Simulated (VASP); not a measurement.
# Fe (Immm) in VASP: notebook, part 2 of 2

VASP 6.6.1.

**5. Single point, PBE, collinear spin, ferromagnetic start (normal strain along x +0.0733, normal strain along z -0.0700)**

The input, INCAR:

```
SYSTEM = Fe
  PREC = Accurate
  ENCUT = 520
  EDIFF = 1E-6
  ISMEAR = 0
  SIGMA = 0.15
  LREAL = .FALSE.
  LASPH = .TRUE.
  NELM = 150
  ALGO = Normal
  ISIF = 2
  LWAVE = .FALSE.
  LCHARG = .FALSE.
  ISPIN = 2
  MAGMOM = 2.44
  LORBIT = 11
  LMAXMIX = 4
  GGA = PE
  NBANDS = 14
```

The input, KPOINTS:

```
Automatic mesh
0
G
  10 10 10
  0 0 0
```

The input, POSCAR:

```
Fe
1.0
   -1.5195513979      1.4157750842      1.3166708283
    1.5195513979     -1.4157750842      1.3166708283
    1.5195513979      1.4157750842     -1.3166708283
Fe
1
Direct
    0.0000000000      0.0000000000      0.0000000000
```

Potentials or basis: VASP PAW PBE potentials, release 64 (Fe).

On the command line:

```bash
> cat potpaw_PBE.64/Fe/POTCAR > POTCAR
> mpirun -np 1 vasp_std > vasp.out
```

OUTCAR:

```text
SYSTEM = Fe
   PREC = Accurate
   ENCUT = 520
   EDIFF = 1E-6
   ISMEAR = 0
   LREAL = .FALSE.
   LASPH = .TRUE.
   NELM = 150
   ISIF = 2
   ISPIN = 2
   LORBIT = 11
   GGA = PE

 ion  position               nearest neighbor table
   1  0.000  0.000  0.000-

  LATTYP: Found a body centered orthorhombic cell.
 ALAT       =     2.6333416566
 B/A-ratio  =     1.0752688172
 C/A-ratio  =     1.1540860215

  Lattice vectors:

 A1 = (  -1.5195513979,   1.4157750842,  -1.3166708283)
 A2 = (  -1.5195513979,  -1.4157750842,   1.3166708283)
 A3 = (   1.5195513979,   1.4157750842,   1.3166708283)

Analysis of symmetry for initial positions (statically):
=====================================================================
 Subroutine PRICEL returns:
 Original cell was already a primitive cell.

 Routine SETGRP: Setting up the symmetry group for a
 body centered orthorhombic supercell.

 Subroutine GETGRP returns: Found  8 space group operations
 (whereof  8 operations were pure point group operations)
 out of a pool of  8 trial point group operations.

The static configuration has the point symmetry D_2h.

Analysis of symmetry for dynamics (positions and initial velocities):
=====================================================================
 Subroutine PRICEL returns:
 Original cell was already a primitive cell.

 Routine SETGRP: Setting up the symmetry group for a
 body centered orthorhombic supercell.

 Subroutine GETGRP returns: Found  8 space group operations
 (whereof  8 operations were pure point group operations)
 out of a pool of  8 trial point group operations.

The dynamic configuration has the point symmetry D_2h.

Analysis of structural, dynamic, and magnetic symmetry:
=====================================================================
 Subroutine PRICEL returns:
 Original cell was already a primitive cell.

 Routine SETGRP: Setting up the symmetry group for a
 body centered orthorhombic supercell.

 Subroutine GETGRP returns: Found  8 space group operations
 (whereof  8 operations were pure point group operations)
 out of a pool of  8 trial point group operations.

[... 164 lines left out ...]
      8      30.4798      0.00000
      9      32.7375      0.00000
     10      35.2222      0.00000
     11      35.9852      0.00000
     12      36.6288      0.00000
     13      37.1520      0.00000
     14      38.5778      0.00000
[... 379 lines left out ...]
      3       3.3454      1.00000
      4       4.2236      1.00000
      5       4.9377      1.00000
      6       5.1145      1.00000
      7      20.4956      0.00000
      8      26.4201      0.00000
      9      29.6527      0.00000
     10      31.3209      0.00000
     11      34.9877      0.00000
     12      37.4472      0.00000
     13      40.8477      0.00000
     14      42.1316      0.00000

 [... further k-points ...]

 spin component 2

 k-point     1 :       0.0000    0.0000    0.0000
  band No.  band energies     occupation
      1      -2.4178      1.00000
      2       4.9994      1.00000
      3       5.6182      0.99732
      4       6.0721      0.06753
      5       6.9181      0.00000
      6       7.9071      0.00000
      7      29.1551      0.00000
      8      30.3670      0.00000
      9      32.5760      0.00000
     10      35.6144      0.00000
     11      36.6212      0.00000
     12      37.1120      0.00000
     13      37.6137      0.00000
     14      39.2328      0.00000
[... 379 lines left out ...]
      3       5.2947      1.00000
      4       6.6315      0.00000
      5       7.2258      0.00000
      6       7.7858      0.00000
      7      21.1894      0.00000
      8      26.6547      0.00000
      9      30.3352      0.00000
     10      31.5092      0.00000
     11      35.3351      0.00000
     12      37.9169      0.00000
     13      41.1884      0.00000
     14      42.6228      0.00000

 [... further k-points ...]

------------------------ aborting loop because EDIFF is reached ----------------------------------------

  FORCE on cell =-STRESS in cart. coord.  units (eV):
  Direction    XX          YY          ZZ          XY          YZ          ZX
  --------------------------------------------------------------------------------------
  -------------------------------------------------------------------------------------
  Total       -0.3896981     -0.1137260      0.9224717      0.0000000      0.0000000      0.0000000
  in kB      -55.1051203    -16.0813917    130.4417902      0.0000000      0.0000000      0.0000000
  external PRESSURE =      19.7517594 kB  Pullay stress =       0.0000000 kB

 VOLUME and BASIS-vectors are now :
 -----------------------------------------------------------------------------
  energy-cutoff  :      520.00
  volume of cell :       11.33
      direct lattice vectors                 reciprocal lattice vectors
    -1.519551398  1.415775084  1.316670828     0.000000000  0.353163441  0.379745635
     1.519551398 -1.415775084  1.316670828     0.329044480  0.000000000  0.379745635
     1.519551398  1.415775084 -1.316670828     0.329044480  0.353163441  0.000000000

 POSITION                                       TOTAL-FORCE (eV/Angst)
 -----------------------------------------------------------------------------------
      0.00000      0.00000      0.00000        -0.000000      0.000000     -0.000000
 -----------------------------------------------------------------------------------
    total drift:                                0.000000     -0.000000      0.000000

  FREE ENERGIE OF THE ION-ELECTRON SYSTEM (eV)
  ---------------------------------------------------
  free  energy   TOTEN  =        -8.2025678646 eV

  energy  without entropy=       -8.1922046496  energy(sigma->0) =       -8.19738626

 total charge

# of ion       s       p       d       tot
------------------------------------------
    1        0.491   0.544   6.243   7.277

 magnetization (x)

# of ion       s       p       d       tot
------------------------------------------
    1       -0.014  -0.052   2.278   2.212
```

stdout:

```text
POSCAR found type information on POSCAR Fe
 POSCAR found :  1 types and       1 ions
 scaLAPACK will be used
 LDA part: xc-table for (Slater+PW92), standard interpolation
 POSCAR, INCAR and KPOINTS ok, starting setup
 FFT: planning ... GRIDC
 FFT: planning ... GRID_SOFT
 FFT: planning ... GRID
 WAVECAR not read
 entering main loop
```

Wall time 52 s (1 thread of AMD EPYC 7R43 (Zen 3), shared host); peak memory 0.11 GiB.

Results:

* Free energy: -8.2026 eV
* Pressure: 2.0 GPa
* Net moment: 2.22 μB per cell
* Site moments: Fe +2.21 μB
* Valence electrons inside the program's atomic spheres: Fe 7.28

Stress tensor (GPa, compression positive):
```
-5.51  0.00  0.00
 0.00 -1.61  0.00
 0.00  0.00 13.04
```

Levels at points of the mesh, in eV from the Fermi level:
Spin up:
```csv
k point,band 2,band 3,band 4,band 5,band 6,band 7,band 8,band 9
"(0.00, 0.00, 0.00)",-2.71,-2.23,-1.97,-1.56,-0.92,23.47,24.57,26.82
"(0.50, 0.00, 0.00)",-3.88,-0.95,-0.47,0.38,1.11,8.13,16.95,18.13
"(0.00, 0.50, 0.00)",-3.44,-1.48,-0.51,0.25,0.55,7.43,18.40,20.24
"(0.50, 0.50, 0.00)",-2.90,-1.66,-1.05,-0.11,0.22,6.60,20.06,22.71
"(0.50, 0.50, 0.50)",-4.77,-0.10,0.08,0.21,7.30,9.85,12.88,14.03
```
Spin down:
| k point | band 1 | band 2 | band 3 | band 4 | band 5 | band 6 | band 7 |
| --- | --- | --- | --- | --- | --- | --- | --- |
| (0.00, 0.00, 0.00) | -8.33 | -0.91 | -0.30 | 0.16 | 1.00 | 1.99 | 23.24 |
| (0.50, 0.00, 0.00) | -3.65 | -2.26 | 1.26 | 1.81 | 2.24 | 2.57 | 9.51 |
| (0.00, 0.50, 0.00) | -3.69 | -1.68 | 0.67 | 1.19 | 2.17 | 2.49 | 8.82 |
| (0.50, 0.50, 0.00) | -3.75 | -1.02 | -0.01 | 0.78 | 1.76 | 2.52 | 8.01 |
| (0.50, 0.50, 0.50) | -3.23 | -2.95 | 2.25 | 2.28 | 2.33 | 7.57 | 10.15 |

Caveat: the cell differs from its parent crystal (normal strain along x +0.0733, normal strain along z -0.0700).

**6. Single point, PBE, collinear spin, ferromagnetic start (normal strain along x +0.0733, normal strain along z -0.0467)**

The input, INCAR:

```
PREC = Accurate ; ENCUT = 520
EDIFF = 1E-6 ; ISMEAR = 0
SIGMA = 0.15 ; LREAL = F
LASPH = T ; NELM = 150
ALGO = Normal ; ISIF = 2
LWAVE = F ; LCHARG = F
ISPIN = 2 ; MAGMOM = 2.44
LORBIT = 11 ; LMAXMIX = 4
GGA = PE ; NBANDS = 14
```

The input, KPOINTS:

```
regular mesh
0
Gamma
  10 10 10
```

The input, POSCAR:

```
Fe
1.0
   -1.5195513979      1.4157750842      1.3496583878
    1.5195513979     -1.4157750842      1.3496583878
    1.5195513979      1.4157750842     -1.3496583878
Fe
1
Direct
    0.0000000000      0.0000000000      0.0000000000
```

Potentials or basis: VASP PAW PBE potentials, release 64 (Fe).

On the command line:

```bash
> cat potpaw_PBE.64/Fe/POTCAR > POTCAR
> mpirun -np 1 vasp_std > vasp.out
```

It took 54 s on 1 thread of AMD EPYC 7R43 (Zen 3), shared host; peak memory 0.11 GiB.

Results (log left out):

| Quantity | Value |
| --- | --- |
| Free energy | -8.2178 eV |
| Pressure | -3.5 GPa |
| Net moment | 2.24 μB per cell |
| Site moments | Fe +2.24 μB |
| Valence electrons inside the program's atomic spheres | Fe 7.23 |

Stress tensor (GPa, compression positive):
```
-9.48  0.00  0.00
 0.00 -4.86  0.00
 0.00  0.00  3.96
```

Levels at points of the mesh, in eV from the Fermi level:
Spin up:
```tsv
k point	band 1	band 2	band 3	band 4	band 5	band 6	band 7	band 8	band 9	band 10
(0.00, 0.00, 0.00)	-8.34	-2.54	-2.25	-1.97	-1.44	-0.94	23.48	24.66	26.09	29.07
(0.50, 0.00, 0.00)	-4.87	-3.71	-0.90	-0.59	0.36	1.04	7.82	16.89	18.02	21.89
(0.00, 0.50, 0.00)	-4.82	-3.28	-1.42	-0.62	0.24	0.49	7.12	18.37	20.12	23.36
(0.50, 0.50, 0.00)	-4.82	-2.94	-1.52	-0.97	0.07	0.21	6.58	19.46	21.71	24.47
(0.50, 0.50, 0.50)	-4.86	-4.63	-0.10	0.07	0.16	7.47	10.03	11.98	14.04	16.30
```
Spin down:
```tsv
k point	band 1	band 2	band 3	band 4	band 5	band 6	band 7
(0.00, 0.00, 0.00)	-8.17	-0.70	-0.30	0.16	1.19	1.97	23.22
(0.50, 0.00, 0.00)	-3.49	-2.06	1.17	1.87	2.16	2.58	9.20
(0.00, 0.50, 0.00)	-3.53	-1.49	0.59	1.25	2.10	2.52	8.50
(0.50, 0.50, 0.00)	-3.58	-1.07	0.15	0.98	1.84	2.53	7.99
(0.50, 0.50, 0.50)	-3.02	-2.79	2.26	2.29	2.32	7.73	10.31
```

Caveat: the cell differs from its parent crystal (normal strain along x +0.0733, normal strain along z -0.0467).

**7. The runs side by side**

```tsv
cell	gap on the mesh (eV)	pressure (GPa)	moment (μB)
a = 2.602 Å, angles 105.7, 114.1, 108.8°, 1 atom	none	-16.8	2.67
a = 2.433 Å, angles 114.7, 108.8, 105.0°, 1 atom	none	7.6	2.16
a = 2.445 Å, angles 106.2, 109.2, 113.0°, 1 atom	none	2.5	2.16
a = 2.459 Å, angles 103.7, 109.7, 115.3°, 1 atom	none	2.0	2.22
a = 2.477 Å, angles 104.3, 110.3, 114.0°, 1 atom	none	-3.5	2.24
```

Alike in all rows: task single point; level PBE; potentials or basis VASP PAW PBE potentials, release 64 (Fe); spin collinear, ferromagnetic start; k mesh 10 × 10 × 10; cutoff (eV) 520; smearing gaussian 0.15 eV.

Total energies depend on the potentials used, so only differences within one code and one set of settings carry meaning.
